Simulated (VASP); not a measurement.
# W (Im-3m) in VASP: a series of runs

W is run at these levels: PBE+D3(BJ); tasks: single point, relaxation of cell and atoms.

All numbers are computed with VASP 6.6.1; they aren't measurements. Logs are shortened: lines on timing, memory, paths and dates and some standing lists are left out, and cuts for length are marked.

## (1) The cell of the first run

Symmetry: Im-3m, No. 229, cubic system. Conventional cell: a = 3.159 Å, b = 3.159 Å, c = 3.159 Å, α = 90.00°, β = 90.00°, γ = 90.00°. Within 3.6 Å of W (site symmetry m-3m) lie 14 W at 2.74 to 3.16 Å.

## (2) Single point, PBE+D3(BJ)

The input, INCAR:

```
ALGO = Normal
EDIFF = 1E-6
ENCUT = 520
GGA = PE
ISIF = 2
ISMEAR = 0
IVDW = 12
LASPH = T
LCHARG = T
LELF = T
LREAL = F
LVHAR = T
LWAVE = F
NBANDS = 13
NELM = 100
PREC = Accurate
SIGMA = 0.1
```

The input, KPOINTS:

```
k-points
0
Gamma
  18 18 18
```

The input, POSCAR:

```
W
1.0
   -1.5796874831      1.5796874831      1.5796874831
    1.5796874831     -1.5796874831      1.5796874831
    1.5796874831      1.5796874831     -1.5796874831
W
1
Direct
    0.0000000000      0.0000000000      0.0000000000
```

Potentials or basis: VASP PAW PBE potentials, release 64 (W_sv).

The run is started by

```sh
cat potpaw_PBE.64/W_sv/POTCAR > POTCAR
mpirun -np 1 vasp_std > vasp.out
```

OUTCAR:

```text
EDIFF = 1E-6
   ENCUT = 520
   GGA = PE
   ISIF = 2
   ISMEAR = 0
   IVDW = 12
   LASPH = T
   LREAL = F
   NELM = 100
   PREC = Accurate
 IVDW          = 12

 ion  position               nearest neighbor table
   1  0.000  0.000  0.000-

  LATTYP: Found a body centered cubic cell.
 ALAT       =     3.1593749662

  Lattice vectors:

 A1 = (  -1.5796874831,   1.5796874831,   1.5796874831)
 A2 = (   1.5796874831,  -1.5796874831,   1.5796874831)
 A3 = (   1.5796874831,   1.5796874831,  -1.5796874831)

Analysis of symmetry for initial positions (statically):
=====================================================================
 Subroutine PRICEL returns:
 Original cell was already a primitive cell.

 Routine SETGRP: Setting up the symmetry group for a
 body centered cubic supercell.

 Subroutine GETGRP returns: Found 48 space group operations
 (whereof 48 operations were pure point group operations)
 out of a pool of 48 trial point group operations.

The static configuration has the point symmetry O_h .

Analysis of symmetry for dynamics (positions and initial velocities):
=====================================================================
 Subroutine PRICEL returns:
 Original cell was already a primitive cell.

 Routine SETGRP: Setting up the symmetry group for a
 body centered cubic supercell.

 Subroutine GETGRP returns: Found 48 space group operations
 (whereof 48 operations were pure point group operations)
 out of a pool of 48 trial point group operations.

The dynamic configuration has the point symmetry O_h .

 Subroutine INISYM returns: Found 48 space group operations
 (whereof 48 operations are pure point group operations),
 and found     1 'primitive' translations

----------------------------------------------------------------------------------------

                                     Primitive cell

  volume of cell :      15.7679

  direct lattice vectors                    reciprocal lattice vectors
    -1.579687483  1.579687483  1.579687483     0.000000000  0.316518302  0.316518302
     1.579687483 -1.579687483  1.579687483     0.316518302  0.000000000  0.316518302
     1.579687483  1.579687483 -1.579687483     0.316518302  0.316518302  0.000000000

  length of vectors
     2.736098981  2.736098981  2.736098981     0.447624476  0.447624476  0.447624476

  position of ions in fractional coordinates (direct lattice)
     0.000000000  0.000000000  0.000000000

  ion indices of the primitive-cell ions
   primitive index   ion index
                 1           1

----------------------------------------------------------------------------------------

 KPOINTS: k-points

Automatic generation of k-mesh.
 Grid dimensions read from file:
 generate k-points for:   18   18   18

 Generating k-lattice:

  Cartesian coordinates                     Fractional coordinates (reciprocal lattice)
     0.000000000  0.017584350  0.017584350     0.055555556  0.000000000  0.000000000
     0.017584350  0.000000000  0.017584350     0.000000000  0.055555556  0.000000000
     0.017584350  0.017584350  0.000000000     0.000000000  0.000000000  0.055555556

  Length of vectors
     0.024868026  0.024868026  0.024868026

  Shift w.r.t. Gamma in fractional coordinates (k-lattice)
     0.000000000  0.000000000  0.000000000

 Subroutine IBZKPT returns following result:
 ===========================================

 Found    195 irreducible k-points:

 Following reciprocal coordinates:
            Coordinates               Weight
  0.000000  0.000000  0.000000      1.000000
  0.055556  0.000000  0.000000     12.000000
  0.111111  0.000000  0.000000     12.000000
  0.166667  0.000000  0.000000     12.000000
  0.222222  0.000000  0.000000     12.000000
  0.277778  0.000000  0.000000     12.000000
[... 16 lines left out ...]
  0.333333  0.111111  0.000000     48.000000
  0.388889  0.111111  0.000000     48.000000
 [... further k-points ...]
   k-points           NKPTS =    195   k-points in BZ     NKDIM =    195   number of bands    NBANDS=     13
   number of dos      NEDOS =    301   number of ions     NIONS =      1
   total plane-waves  NPLWV =   8000
   dimension x,y,z NGX =    20 NGY =   20 NGZ =   20
   dimension x,y,z NGXF=    40 NGYF=   40 NGZF=   40
   ions per type =               1
   NGX,Y,Z   is equivalent  to a cutoff of  12.15, 12.15, 12.15 a.u.
   NGXF,Y,Z  is equivalent  to a cutoff of  24.30, 24.30, 24.30 a.u.
 SYSTEM =  unknown system
   PREC   = accura    normal or accurate (medium, high low for compatibility)
   ISTART =      0    job   : 0-new  1-cont  2-samecut
   ICHARG =      2    charge: 1-file 2-atom 10-const
   ISPIN  =      1    spin polarized calculation?
   LNONCOLLINEAR =      F non collinear calculations
   LSORBIT =      F    spin-orbit coupling
   LASPH  =      T    aspherical Exc in radial PAW
   ENCUT  =  520.0 eV  38.22 Ry    6.18 a.u.   5.09  5.09  5.09*2*pi/ulx,y,z
   NELM   =    100;   NELMIN=  2; NELMDL= -5     # of ELM steps
   EDIFF  = 0.1E-05   stopping-criterion for ELM
   LREAL  =      F    real-space projection
   EDIFFG = 0.1E-04   stopping-criterion for IOM
   NSW    =      0    number of steps for IOM
   IBRION =     -1    ionic relax: 0-MD 1-quasi-New 2-CG
   NFREE  =      0    steps in history (QN), initial steepest desc. (CG)
   ISIF   =      2    stress and relaxation
   ISYM   =      2    0-nonsym 1-usesym 2-fastsym
   POTIM  = 0.5000    time-step for ionic-motion
   TEBEG  =    0.0;   TEEND  =   0.0 temperature during run
   PSTRESS=    0.0 pullay stress
   NELECT =      14.0000    total number of electrons
   NUPDOWN=      -1.0000    fix difference up-down
   EMIN   =  10.00;   EMAX   =-10.00  energy-range for DOS
   EFERMI =   0.00;   METHOD = LEGACY
   ISMEAR =     0;   SIGMA  =   0.10  broadening in eV -4-tet -1-fermi 0-gaus
   EFERMI_NEDOS =   21; number of points for ismear=-14 and -15
   IALGO  =     38    algorithm
   IMIX   =      4    mixing-type and parameters
     AMIX     =   0.40;   BMIX     =  1.00
     AMIX_MAG =   1.60;   BMIX_MAG =  1.00
  volume/ion in A,a.u.               =      15.77       106.41
  Fermi-wavevector in a.u.,A,eV,Ry     =   1.573474  2.973435 33.685597  2.475822
  Thomas-Fermi vector in A             =   2.674753
   LORBIT       =      0    0 simple, 1 ext, 2 COOP (PROOUT), +10 PAW based schemes
   GGA     = PE    functional components
   LHFCALC =     F    Hartree Fock is set to
   AEXX    =    0.0000 exact exchange contribution
   IVDW    =    12    specifies the selected vdW correction
   LEPSILON=     F    determine dielectric tensor
   LRPA    =     F    only Hartree local field effects (RPA)
 non-spin polarized calculation
 Gauss-broadening in eV      SIGMA  =   0.10
  energy-cutoff  :      520.00
  volume of cell :       15.77
 maximum number of plane-waves:       438
   NGX = 11   NGY = 11   NGZ = 11

 number of electron      14.0000004 magnetization

 Free energy of the ion-electron system (eV)
  ---------------------------------------------------
  ext. energy  EPLUGINS =         0.00000000
  ---------------------------------------------------
  free energy    TOTEN  =       -12.94150572 eV

  energy without entropy =      -12.93806198  energy(sigma->0) =      -12.93978385

 E-fermi :  11.5172     XC(G=0): -13.6704

 val. band max:       11.5142986415   @ k =  -0.2778   0.3333   0.2222
 cond. band min:      11.5283120743   @ k =   0.5000   0.5000   0.2222
 fundamental gap:      0.0140134328
 Fermi energy:        11.5172134034

 k-point     1 :       0.0000    0.0000    0.0000
  band No.  band energies     occupation
      1     -62.6523      2.00000
      2     -26.2065      2.00000
      3     -26.2065      2.00000
      4     -26.2065      2.00000
      5       1.8538      2.00000
      6      10.2845      2.00000
      7      10.2845      2.00000
      8      10.2845      2.00000
      9      13.7965      0.00000
     10      13.7965      0.00000
     11      26.0494      0.00000
     12      26.0494      0.00000
     13      26.0494      0.00000

 k-point     2 :       0.0556    0.0000    0.0000
  band No.  band energies     occupation
      1     -62.6481      2.00000
      2     -26.2494      2.00000
      3     -26.2199      2.00000
      4     -26.2067      2.00000
      5       2.0048      2.00000
      6      10.1919      2.00000
      7      10.2639      2.00000
      8      10.4300      2.00000
      9      13.6462      0.00000
     10      13.7971      0.00000
     11      26.1799      0.00000
     12      26.3060      0.00000
     13      26.4249      0.00000

 k-point     3 :       0.1111    0.0000    0.0000
  band No.  band energies     occupation
      1     -62.6363      2.00000
      2     -26.3715      2.00000
      3     -26.2581      2.00000
      4     -26.2074      2.00000
      5       2.4407      2.00000
      6       9.9363      2.00000
      7      10.1746      2.00000
      8      10.8617      2.00000
      9      13.3251      0.00000
     10      13.8062      0.00000
     11      26.5084      0.00000
     12      27.0520      0.00000
     13      27.3847      0.00000
[... 305 lines left out ...]
 k-point    23 :       0.3333    0.1111    0.0000
  band No.  band energies     occupation
      1     -62.5260      2.00000
      2     -27.3466      2.00000
      3     -26.6236      2.00000
      4     -26.2705      2.00000
      5       5.6611      2.00000
      6       8.2251      2.00000
      7      10.2022      2.00000
      8      13.4816      0.00000
      9      14.6782      0.00000
     10      16.9456      0.00000
     11      23.6091      0.00000
     12      24.9275      0.00000
     13      29.4454      0.00000

 k-point    24 :       0.3889    0.1111    0.0000
  band No.  band energies     occupation
      1     -62.5147      2.00000
      2     -27.4363      2.00000
      3     -26.6679      2.00000
      4     -26.2720      2.00000
      5       5.6534      2.00000
      6       8.0825      2.00000
      7      10.9384      2.00000
      8      13.5678      0.00000
      9      14.9105      0.00000
     10      17.9994      0.00000
     11      22.5233      0.00000
     12      24.1178      0.00000
     13      28.4237      0.00000

 [... further k-points ...]

------------------------ aborting loop because EDIFF is reached ----------------------------------------

 Edisp (eV)   -0.69911

 E8    (eV) :    -0.3585

  FORCE on cell =-STRESS in cart. coord.  units (eV):
  Direction    XX          YY          ZZ          XY          YZ          ZX
  --------------------------------------------------------------------------------------
  -------------------------------------------------------------------------------------
  Total       0.05699     0.05699     0.05699    -0.00000     0.00000    -0.00000
  in kB       5.79076     5.79076     5.79076    -0.00000     0.00000    -0.00000
  external pressure =        5.79 kB  Pullay stress =        0.00 kB

 VOLUME and BASIS-vectors are now :
 -----------------------------------------------------------------------------
  energy-cutoff  :      520.00
  volume of cell :       15.77
      direct lattice vectors                 reciprocal lattice vectors
    -1.579687483  1.579687483  1.579687483     0.000000000  0.316518302  0.316518302
     1.579687483 -1.579687483  1.579687483     0.316518302  0.000000000  0.316518302
     1.579687483  1.579687483 -1.579687483     0.316518302  0.316518302  0.000000000

 POSITION                                       TOTAL-FORCE (eV/Angst)
 -----------------------------------------------------------------------------------
      0.00000      0.00000      0.00000        -0.000000     -0.000000     -0.000000
 -----------------------------------------------------------------------------------
    total drift:                                0.000000     -0.000000      0.000000

  FREE ENERGIE OF THE ION-ELECTRON SYSTEM (eV)
  ---------------------------------------------------
  free  energy   TOTEN  =       -13.6406171004 eV

  energy  without entropy=      -13.6371733626  energy(sigma->0) =      -13.63889523
```

Wall time 20 s (1 thread of Intel Xeon Platinum 8259CL at 2.50GHz (Skylake/Cascade Lake), shared host); peak memory 0.16 GiB.

Results:

```
Free energy                : -13.6406 eV
Pressure                   : 0.6 GPa
Band gap on the k mesh     : zero (band 7 reaches 16.73 eV, above the bottom of band 8 at 10.28 eV)
Dispersion energy per atom : -0.699 eV
```

Levels at points of the mesh, in eV from the Fermi level:
```
           k point  band 4  band 5  band 6  band 7  band 8  band 9  band 10  band 11
(0.00, 0.00, 0.00)  -37.72   -9.66   -1.23   -1.23   -1.23    2.28     2.28    14.53
(0.50, 0.00, 0.00)  -37.73   -6.31   -3.59    0.70    2.18    3.16     6.20    11.18
(0.50, 0.50, 0.50)  -38.64   -5.87   -5.87    5.21    5.21    5.21     8.29     8.29
```

Caveat: spin-orbit coupling is left out, which moves the levels of the heavy elements; pairwise dispersion overbinds metals, which lowers pressure and volume.

## (3) Relaxation of cell and atoms, PBE+D3(BJ)

The input, INCAR:

```
SYSTEM = W
PREC = Accurate
ENCUT = 600
EDIFF = 1E-7
ISMEAR = 0
SIGMA = 0.1
LREAL = .FALSE.
LASPH = .TRUE.
NELM = 100
ALGO = Fast
ISIF = 3
LWAVE = .FALSE.
LCHARG = .FALSE.
GGA = PE
IVDW = 12
IBRION = 2
NSW = 100
EDIFFG = -0.005
```

The input, KPOINTS:

```
regular mesh
0
G
  18 18 18
  0 0 0
```

The input, POSCAR:

```
W
1.0
   -1.5802524304      1.5802524304      1.5802524304
    1.5802524304     -1.5802524304      1.5802524304
    1.5802524304      1.5802524304     -1.5802524304
W
1
Direct
    0.0000000000      0.0000000000      0.0000000000
```

Potentials or basis: VASP PAW PBE potentials, release 64 (W_sv).

The run is started by

```sh
cat potpaw_PBE.64/W_sv/POTCAR > POTCAR
mpirun -np 1 vasp_std > vasp.out
```

Wall time 61 s (1 thread of Intel Xeon Platinum 8259CL at 2.50GHz (Skylake/Cascade Lake), shared host); peak memory 0.18 GiB.

It converged, with:

```
Free energy                            : -13.6409 eV
Relaxed volume                         : 15.80 Å³/atom
Relaxed cell                           : a = 2.738 Å, b = 2.738 Å, c = 2.738 Å, α = 109.47°, β = 109.47°, γ = 109.47°
Space group after relaxing (to 0.05 Å) : Im-3m (No. 229)
Energy gained by relaxing              : 0.0 meV/atom
Ionic steps                            : 3
Pressure after relaxing                : 0.0 GPa
Band gap on the k mesh                 : zero (band 7 reaches 16.68 eV, above the bottom of band 8 at 10.26 eV)
Dispersion energy per atom             : -0.698 eV
```

Final structure:
```yaml
crystal:
  lattice:
    - [-1.58074, 1.58074, 1.58074]
    - [1.58074, -1.58074, 1.58074]
    - [1.58074, 1.58074, -1.58074]
  atoms:
    - { symbol: W, position: [0.00000, 0.00000, 0.00000] }
```

Levels at points of the mesh, in eV from the Fermi level:
| k point | band 5 | band 6 | band 7 | band 8 | band 9 | band 10 |
| --- | --- | --- | --- | --- | --- | --- |
| (0.00, 0.00, 0.00) | -9.65 | -1.23 | -1.23 | -1.23 | 2.27 | 2.27 |
| (0.50, 0.00, 0.00) | -6.29 | -3.58 | 0.69 | 2.17 | 3.15 | 6.19 |
| (0.50, 0.50, 0.50) | -5.86 | -5.86 | 5.20 | 5.20 | 5.20 | 8.28 |

Caveat: spin-orbit coupling is left out, which moves the levels of the heavy elements; pairwise dispersion overbinds metals, which lowers pressure and volume.

## (4) Single point, PBE+D3(BJ)

This run uses another cell than the first one, of 16.30 Å³/atom, 1.034 times its volume.

The input, INCAR:

```
SYSTEM = W
PREC = Accurate
ENCUT = 520
EDIFF = 1E-6
ISMEAR = 0
SIGMA = 0.1
LREAL = .False.
LASPH = .True.
NELM = 80
ALGO = Fast
ISIF = 2
LWAVE = .False.
LCHARG = .False.
GGA = PE
IVDW = 12
NBANDS = 13
```

The input, KPOINTS:

```
Automatic mesh
0
Gamma
  8 8 8
  0 0 0
```

The input, POSCAR:

```
W
1.0
   -1.5973000000      1.5973000000      1.5973000000
    1.5973000000     -1.5973000000      1.5973000000
    1.5973000000      1.5973000000     -1.5973000000
W
1
Direct
    0.0000000000      0.0000000000      0.0000000000
```

The run is started by

```sh
cat potpaw_PBE.64/W_sv/POTCAR > POTCAR
mpirun -np 1 vasp_std > vasp.out
```

It took 15 s on 1 thread of AMD EPYC 7R43 (Zen 3), shared host; peak memory 0.12 GiB.

It converged, with:

* Free energy: -13.6308 eV
* Pressure: -9.2 GPa
* Band gap on the k mesh: zero (band 7 reaches 16.01 eV, above the bottom of band 8 at 9.86 eV)
* Dispersion energy per atom: -0.675 eV

Levels at points of the mesh, in eV from the Fermi level:
| k point | band 5 | band 6 | band 7 | band 8 | band 9 | band 10 |
| --- | --- | --- | --- | --- | --- | --- |
| (0.00, 0.00, 0.00) | -9.28 | -0.98 | -0.98 | -0.98 | 2.40 | 2.40 |
| (0.50, 0.00, 0.00) | -5.89 | -3.23 | 0.79 | 2.28 | 3.22 | 6.11 |
| (0.50, 0.50, 0.50) | -5.41 | -5.41 | 5.17 | 5.17 | 5.17 | 8.23 |

Caveat: spin-orbit coupling is left out, which moves the levels of the heavy elements; pairwise dispersion overbinds metals, which lowers pressure and volume.

## (5) Summary

```tsv
task	cell	k mesh	cutoff (eV)	gap on the mesh (eV)	pressure (GPa)
single point	a = 2.736 Å, angles 109.5°, 1 atom	18 × 18 × 18	520	none	0.6
relaxation of cell and atoms	relaxed from a = 2.737 Å, angles 109.5°, 1 atom	18 × 18 × 18	600	none	0.0
single point	a = 2.767 Å, angles 109.5°, 1 atom	8 × 8 × 8	520	none	-9.2
```

Alike in all rows: level PBE+D3(BJ); potentials or basis VASP PAW PBE potentials, release 64 (W_sv); no spin polarisation; smearing gaussian 0.1 eV.

Caveats: spin-orbit coupling is left out, which moves the levels of the heavy elements; pairwise dispersion overbinds metals, which lowers pressure and volume.

Total energies depend on the potentials used, so only differences within one code and one set of settings carry meaning.
